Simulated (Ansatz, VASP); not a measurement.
# MgO in VASP and in Ansatz

File POSCAR:

```
MgO
1.0
    2.6546370080      0.0000000000      0.0000000000
    0.0000000000      2.6546370080      0.0000000000
    0.0000000000      0.0000000000      2.6546370080
Mg O
1 1
Direct
    0.0000000000      0.0000000000      0.0000000000
    0.5000000000      0.5000000000      0.5000000000
```

INCAR.step1

```
SYSTEM = MgO
ALGO = Normal ; EDIFF = 1E-4
ENCUT = 520 ; GGA = PE
ISMEAR = 0 ; LASPH = .True.
LCHARG = .False. ; LREAL = .False.
LWAVE = .True. ; NBANDS = 11
NELM = 100 ; PREC = Accurate
SIGMA = 0.1
```

INCAR.step2

```
SYSTEM = MgO
ALGO = Normal ; EDIFF = 1E-6
ENCUT = 520 ; ISIF = 2
ISMEAR = 0 ; ISTART = 1
LASPH = .True. ; LCHARG = .False.
LMIXTAU = .True. ; LREAL = .False.
LWAVE = .False. ; METAGGA = R2SCAN
NBANDS = 11 ; NELM = 100
PREC = Accurate ; SIGMA = 0.1
```

The input KPOINTS:

```
k-points
0
Gamma
  6 6 6
  0 0 0
```

Input for Ansatz:

```yaml
crystal:
  lattice:
    - [2.654637008, 0.0, 0.0]
    - [0.0, 2.654637008, 0.0]
    - [0.0, 0.0, 2.654637008]
  atoms:
    - { symbol: Mg, position: [0.0, 0.0, 0.0] }
    - { symbol: O, position: [0.5, 0.5, 0.5] }
basis:
  ecutwfc: 500
kpoints:
  mp_grid: { grid: [6, 6, 6] }
hamiltonian:
  xc: r2scan
scf:
  occupations: { method: gaussian, width: 0.1 }
  lower_state_search: "off"
output:
  forces: true
  stress: true
  eigenvalues: true
```

Alike in both runs: task single point; functional r2SCAN; k mesh 6 × 6 × 6; occupations gaussian, width 0.1 eV; no spin polarisation.

|  | VASP | Ansatz |
| --- | --- | --- |
| version | VASP 6.6.1 | Ansatz 0.2.0 |
| potentials or method | VASP PAW PBE potentials, release 64 (Mg, O), cutoff 520 eV | scalar-relativistic, plane waves, PAW |
| valence electrons in the cell | 8 | 16 |

```tsv
	VASP	Ansatz	Ansatz less VASP
gap on the k mesh at the Fermi level (eV)	3.11	3.15	+0.041
least direct gap on the mesh (eV)	4.13	4.17	+0.037
pressure (GPa)	-6.4	-5.2	+1.11
```

VASP's potentials were made for PBE, not for r2SCAN. VASP's potentials hold 8 valence electrons a cell and Ansatz's 16, so a difference there can come from the potentials and not from the codes.
